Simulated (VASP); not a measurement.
Runs of VASP 6.6.1 on GaSb2. The structure is that of space group Pn-3m (No. 224), or close to it. The cells are those of the table. 

```csv
task,cell,k mesh,cutoff (eV),gap on the mesh (eV),pressure (GPa)
single point,"a = 5.971 Å, 6 atoms",6 × 6 × 6,520,none,0.0
relaxation of cell and atoms,"relaxed from a = 5.492 Å, 6 atoms",4 × 4 × 4,600,none,0.0
single point,"a = 5.492 Å, 6 atoms",4 × 4 × 4,520,none,13.3
single point,"a = 5.952 Å, 6 atoms",4 × 4 × 4,520,none,(a)
```

Alike in all rows: level PBE; potentials or basis VASP PAW PBE potentials, release 64 (Ga_d, Sb); no spin polarisation; smearing gaussian 0.1 eV.

Q: Estimate the missing entries.

A: (a) 0.1.

Caveats: spin-orbit coupling is left out, which moves the levels of the heavy elements; the cell stands under pressure (at least some runs).

A k mesh can miss the band edges, and the runs leave out spin-orbit coupling on Ga, Sb.

A gap of «none» marks levels without a gap at the run's occupations.
